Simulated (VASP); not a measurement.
Here is a VASP 6.6.1 calculation.

Contents of INCAR:

```
SYSTEM = Si5Ge
ALGO = Normal
EDIFF = 1E-6
EDIFFG = -0.04
ENCUT = 600
GGA = PE
IBRION = 2
ISIF = 3
ISMEAR = 0
LASPH = .TRUE.
LCHARG = .FALSE.
LREAL = .FALSE.
LWAVE = .FALSE.
NELM = 60
NSW = 90
PREC = Accurate
SIGMA = 0.1
```

KPOINTS

```
k-points
0
G
  4 4 4
  0 0 0
```

POSCAR

```
Si5Ge
1.0
    2.0070083100     -5.8910761900      0.0000000000
    2.0070083100      5.8910761900      0.0000000000
    0.0000000000      0.0000000000      4.0082821400
Si Ge
5 1
Direct
    0.3365818300      0.6634181700      0.0000000000
    0.6634181700      0.3365818300      0.0000000000
    0.5000000000      0.5000000000      0.5000000000
    0.8341655700      0.1658344300      0.5000000000
    0.1658344300      0.8341655700      0.5000000000
    0.0000000000      0.0000000000      0.0000000000
```

Potentials or basis: VASP PAW PBE potentials, release 64 (Si, Ge_d).

Command:

```bash
$ cat potpaw_PBE.64/Si/POTCAR potpaw_PBE.64/Ge_d/POTCAR > POTCAR
$ mpirun -np 1 vasp_std > vasp.out
```

Problem. What does it give for the relaxed volume?

Solution. 15.43 Å³/atom.

Problem. What does it give for the band gap on the k mesh?

Solution. Zero (bands 17 and 18 overlap by 2.63 eV).

Forces on the atoms (eV/Å):
```
Si   0.000  0.026  0.000
Si   0.000 -0.026  0.000
Si   0.000  0.000  0.000
Si   0.000 -0.008  0.000
Si   0.000  0.008  0.000
Ge   0.000  0.000  0.000
```

Caveat: the k points lie up to 0.44 Å⁻¹ apart in the final cell, too coarse for converged energies and pressures of a metal.
